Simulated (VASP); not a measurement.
# Hf (P6_3/mmc) in VASP: further runs, part 2 of 2

VASP 6.6.1. Earlier steps stand in the parts before.

## 5. Single point, PBE

Input file INCAR:

```
ALGO     = Normal         # electronic algorithm
EDIFF    = 1E-6           # SCF threshold, eV
ENCUT    = 520            # plane-wave cutoff, eV
GGA      = PE             # functional
ISIF     = 2              # what is computed and relaxed
ISMEAR   = 1              # smearing method
LASPH    = True           # aspherical terms in the spheres
LCHARG   = False          # write CHGCAR
LREAL    = False          # projectors in reciprocal space
LWAVE    = False          # write WAVECAR
NBANDS   = 17             # bands
NELM     = 100            # most SCF steps
PREC     = Accurate       # precision mode
SIGMA    = 0.15           # smearing width, eV
```

Input file KPOINTS:

```
k-points
0
Gamma
  14 14 8
```

Input file POSCAR:

```
Hf
1.0
    3.2052794892      0.0000000000      0.0000000000
   -1.6026397446      2.7758534639      0.0000000000
    0.0000000000      0.0000000000      5.0644648307
Hf
2
Direct
    0.3333333333      0.6666666667      0.2500000000
    0.6666666667      0.3333333333      0.7500000000
```

Potentials or basis: VASP PAW PBE potentials, release 64 (Hf_pv).

Command:

```console
> cat potpaw_PBE.64/Hf_pv/POTCAR > POTCAR
> mpirun -np 1 vasp_std > vasp.out
```

OUTCAR:

```text
EDIFF = 1E-6
   ENCUT = 520
   GGA = PE
   ISIF = 2
   ISMEAR = 1
   LASPH = True
   LREAL = False
   NELM = 100
   PREC = Accurate

 ion  position               nearest neighbor table
   1  0.333  0.667  0.250-   2 3.14   2 3.14   2 3.14   2 3.14   2 3.14   2 3.14
   2  0.667  0.333  0.750-   1 3.14   1 3.14   1 3.14   1 3.14   1 3.14   1 3.14

  LATTYP: Found a hexagonal cell.
 ALAT       =     3.2052794892
 C/A-ratio  =     1.5800384484

  Lattice vectors:

 A1 = (   3.2052794892,   0.0000000000,   0.0000000000)
 A2 = (  -1.6026397446,   2.7758534639,   0.0000000000)
 A3 = (   0.0000000000,   0.0000000000,   5.0644648307)

Analysis of symmetry for initial positions (statically):
=====================================================================
 Subroutine PRICEL returns:
 Original cell was already a primitive cell.

 Routine SETGRP: Setting up the symmetry group for a
 hexagonal supercell.

 Subroutine GETGRP returns: Found 24 space group operations
 (whereof 12 operations were pure point group operations)
 out of a pool of 24 trial point group operations.
[... 159 lines left out ...]
  ---------------------------------------------------
  ext. energy  EPLUGINS =         0.00000000
  ---------------------------------------------------
  free energy    TOTEN  =       -19.85105925 eV

  energy without entropy =      -19.85476978  energy(sigma->0) =      -19.85229609

 E-fermi :   4.8804     XC(G=0): -11.2510

 val. band max:        4.8785019353   @ k =   0.4286   0.1429   0.3750
 cond. band min:       4.9030934147   @ k =   0.0714  -0.0000   0.5000
 fundamental gap:      0.0245914794
 Fermi energy:         4.8804273874

 k-point     1 :       0.0000    0.0000    0.0000
  band No.  band energies     occupation
      1     -26.2152      2.00000
      2     -25.4854      2.00000
      3     -25.4854      2.00000
      4     -25.3665      2.00000
      5     -25.3595      2.00000
      6     -25.3595      2.00000
[... 457 lines left out ...]
      4     -25.7460      2.00000
      5     -25.6775      2.00000
      6     -25.6487      2.00000
[... 9 lines left out ...]
     16      10.6179      0.00000
     17      10.6209      0.00000

 [... further k-points ...]
[... 5 lines left out ...]
  --------------------------------------------------------------------------------------
  -------------------------------------------------------------------------------------
  Total       -0.1218510     -0.1218510     -0.1658123      0.0000000      0.0000000     -0.0000000
  in kB       -4.3325505     -4.3325505     -5.8956452      0.0000000      0.0000000     -0.0000000
  external PRESSURE =      -4.8535821 kB  Pullay stress =       0.0000000 kB

 VOLUME and BASIS-vectors are now :
 -----------------------------------------------------------------------------
  energy-cutoff  :      520.00
  volume of cell :       45.06
      direct lattice vectors                 reciprocal lattice vectors
     3.205279489  0.000000000  0.000000000     0.311985274  0.180124782  0.000000000
    -1.602639745  2.775853464  0.000000000     0.000000000  0.360249564  0.000000000
     0.000000000  0.000000000  5.064464831     0.000000000  0.000000000  0.197454229

 POSITION                                       TOTAL-FORCE (eV/Angst)
 -----------------------------------------------------------------------------------
     -0.00000      1.85057      1.26612        -0.000000      0.000000      0.000000
      1.60264      0.92528      3.79835         0.000000     -0.000000      0.000000
 -----------------------------------------------------------------------------------
    total drift:                               -0.000000      0.000000     -0.000000

  FREE ENERGIE OF THE ION-ELECTRON SYSTEM (eV)
  ---------------------------------------------------
  free  energy   TOTEN  =       -19.8510592473 eV

  energy  without entropy=      -19.8547697818  energy(sigma->0) =      -19.85229609
```

stdout:

```text
POSCAR found type information on POSCAR Hf
 POSCAR found :  1 types and       2 ions
 scaLAPACK will be used
 LDA part: xc-table for (Slater+PW92), standard interpolation
 POSCAR, INCAR and KPOINTS ok, starting setup
 FFT: planning ... GRIDC
 FFT: planning ... GRID_SOFT
 FFT: planning ... GRID
 WAVECAR not read
 entering main loop
```

Run time: 31 s. Hardware: 1 thread of Intel Xeon 6975P-C (Granite Rapids), shared host; peak memory 0.21 GiB.

Results:

| Property | Result |
| --- | --- |
| Free energy | -19.8511 eV |
| Pressure | -0.5 GPa |
| Band gap on the k mesh | zero (band 10 reaches 6.05 eV, above the bottom of band 11 at 4.50 eV) |

Stress tensor (GPa, compression positive):
```
-0.43  0.00  0.00
 0.00 -0.43  0.00
 0.00  0.00 -0.59
```

Caveat: spin-orbit coupling is left out, which moves the levels of the heavy elements.

## 6. Single point, PBE

Input file INCAR:

```
SYSTEM = Hf
  ALGO = Normal
  EDIFF = 1E-6
  ENCUT = 520
  GGA = PE
  ISIF = 2
  ISMEAR = 1
  LASPH = .True.
  LCHARG = .False.
  LREAL = .False.
  LWAVE = .False.
  NBANDS = 17
  NELM = 100
  PREC = Accurate
  SIGMA = 0.2
```

Input file KPOINTS:

```
k-points
0
Gamma
  14 14 8
  0 0 0
```

POSCAR is that of step 5.

Potentials or basis: VASP PAW PBE potentials, release 64 (Hf_pv).

Command:

```console
> cat potpaw_PBE.64/Hf_pv/POTCAR > POTCAR
> mpirun -np 1 vasp_std > vasp.out
```

It took 30 s on 1 thread of Intel Xeon 6975P-C (Granite Rapids), shared host; peak memory 0.21 GiB.

Results (log left out):

| Property | Result |
| --- | --- |
| Free energy | -19.8496 eV |
| Pressure | -0.5 GPa |
| Band gap on the k mesh | zero (band 10 reaches 6.05 eV, above the bottom of band 11 at 4.50 eV) |

Stress tensor (GPa, compression positive):
```
-0.42  0.00  0.00
 0.00 -0.42  0.00
 0.00  0.00 -0.54
```

Levels at points of the mesh, in eV from the Fermi level:
```tsv
k point	band 7	band 8	band 9	band 10	band 11	band 12	band 13	band 14
(0.00, 0.00, 0.00)	-7.37	-3.70	0.61	1.16	1.16	1.45	1.98	1.98
(0.50, 0.00, 0.00)	-3.36	-2.73	-2.22	-0.83	0.77	0.85	1.66	5.82
(0.00, 0.00, 0.50)	-5.40	-5.40	0.14	0.14	1.05	1.05	1.05	1.05
(0.50, 0.00, 0.50)	-3.40	-3.40	-0.98	-0.98	1.14	1.14	2.61	2.61
```

Caveat: spin-orbit coupling is left out, which moves the levels of the heavy elements.

## 7. Overview

```csv
cell,smearing,gap on the mesh (eV),pressure (GPa)
"a = 3.205, b = 3.205, c = 5.064 Å, angles 90.0, 90.0, 120.0°, 2 atoms",fermi-dirac 0.05 eV,none,-0.5
"a = 3.271, b = 3.271, c = 4.862 Å, angles 90.0, 90.0, 120.0°, 2 atoms",fermi-dirac 0.05 eV,none,-0.1
"a = 3.205, b = 3.205, c = 5.064 Å, angles 90.0, 90.0, 120.0°, 2 atoms",gaussian 0.2 eV,none,-0.4
"a = 3.205, b = 3.205, c = 5.064 Å, angles 90.0, 90.0, 120.0°, 2 atoms",methfessel-paxton 0.15 eV,none,-0.5
"a = 3.205, b = 3.205, c = 5.064 Å, angles 90.0, 90.0, 120.0°, 2 atoms",methfessel-paxton 0.2 eV,none,-0.5
```

Alike in all rows: task single point; level PBE; potentials or basis VASP PAW PBE potentials, release 64 (Hf_pv); no spin polarisation; k mesh 14 × 14 × 8; cutoff (eV) 520.

Every run on the cell as given and a fine mesh finds a metal.

Caveats: spin-orbit coupling is left out, which moves the levels of the heavy elements.

Total energies depend on the potentials used, so only differences within one code and one set of settings carry meaning.
